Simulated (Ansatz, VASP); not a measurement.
One calculation of Pt, two programs

File POSCAR:

```
Pt
1.0
   -1.6152910255      1.6152910255      1.6152910255
    1.6152910255     -1.6152910255      1.6152910255
    1.6152910255      1.6152910255     -1.6152910255
Pt
1
Direct
    0.0000000000      0.0000000000      0.0000000000
```

The input INCAR.step1:

```
SYSTEM = Pt
PREC = Accurate
ENCUT = 550
ISMEAR = -1
SIGMA = 0.05
LREAL = .False.
LASPH = .True.
NELM = 120
NBANDS = 15
GGA = PE
ALGO = Normal
EDIFF = 1E-5
LWAVE = .True.
LCHARG = .False.
GGA_COMPAT = .False.
```

Contents of INCAR.step2:

```
SYSTEM = Pt
PREC = Accurate
ENCUT = 550
EDIFF = 1E-6
ISMEAR = -1
SIGMA = 0.05
LREAL = .False.
LASPH = .True.
NELM = 120
ALGO = Normal
ISIF = 2
LWAVE = .False.
LCHARG = .False.
METAGGA = R2SCAN
LMIXTAU = .True.
NBANDS = 15
ISTART = 1
GGA_COMPAT = .False.
```

File KPOINTS:

```
Automatic mesh
0
Gamma
  12 12 12
  0 0 0
```

File input.yaml:

```yaml
crystal:
  lattice:
    - [-1.6152910255, 1.6152910255, 1.6152910255]
    - [1.6152910255, -1.6152910255, 1.6152910255]
    - [1.6152910255, 1.6152910255, -1.6152910255]
  atoms:
    - { symbol: Pt, position: [0.0, 0.0, 0.0] }
hamiltonian:
  xc: r2scan
  pseudopotentials: { kind: paw }
kpoints:
  mp_grid: { grid: [12, 12, 12] }
scf:
  occupations: { method: fermi_dirac, width: 0.05 }
output:
  forces: true
  stress: true
  eigenvalues: true
  write_density: true
  write_potential: true
  elf: true
  volumetric_format: npy
```

Alike in both runs: task single point; functional r2SCAN; k mesh 12 × 12 × 12; occupations fermi-dirac, width 0.05 eV; no spin polarisation.

```csv
,VASP,Ansatz
version,VASP 6.6.1,Ansatz 0.2.0
potentials or method,"VASP PAW PBE potentials, release 64 (Pt_sv_GW)",Ansatz PAW
plane-wave cutoff (eV),550,500
valence electrons in the cell,18,18
```

VASP gave:

- gap on the k mesh at the Fermi level (eV): none
- pressure (GPa): -19.7

Problem. What did Ansatz give for the same quantities?

Solution. gap on the k mesh at the Fermi level (eV): none; pressure (GPa): -17.9.

VASP's potentials were made for PBE, not for r2SCAN. A gap of «none» marks a metal or a gap that the smearing closes.

Neither program's run includes spin-orbit coupling.
